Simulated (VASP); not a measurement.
CuI (Marshite): single point with LDA

Crystal: CuI (Marshite).

```
CELL_PARAMETERS angstrom
0.00000 2.94840 2.94840
2.94840 0.00000 2.94840
2.94840 2.94840 0.00000
ATOMIC_POSITIONS crystal
Cu 0.25000 0.25000 0.25000
I 0.00000 0.00000 0.00000
```

```yaml
Program: VASP 6.6.1
Task: single point
Functional: LDA
Potentials_or_basis: VASP PAW LDA potentials, release 64 (Cu, I)
Cutoff: 600 eV
k_mesh: 6 × 6 × 6
Occupations: gaussian, width 0.01 eV
Spin: no spin polarisation
```

- Pressure: -0.7 GPa
- Band gap on the k mesh: 1.23 eV, direct

Levels at points of the mesh, in eV from the valence-band top:
```
           k point  band 5  band 6  band 7  band 8  band 9  band 10  band 11  band 12  band 13  band 14
(0.00, 0.00, 0.00)   -2.29   -2.29    0.00    0.00    0.00     1.23     4.77     4.77     4.77     8.10
(0.50, 0.00, 0.00)   -2.26   -2.26   -2.21   -0.86   -0.86     2.14     5.34     5.34     7.35     9.34
(0.50, 0.50, 0.00)   -2.34   -2.21   -2.20   -1.86   -1.86     2.45     2.79     9.64    10.14    10.14
```

Run time: 27 s on 1 thread of Intel Xeon 8259CL, on a shared host, peak memory 0.18 GiB.

Caveat: spin-orbit coupling is left out, which moves the levels of the heavy elements. A hybrid or GW would open this gap; LDA tends to underestimate it.
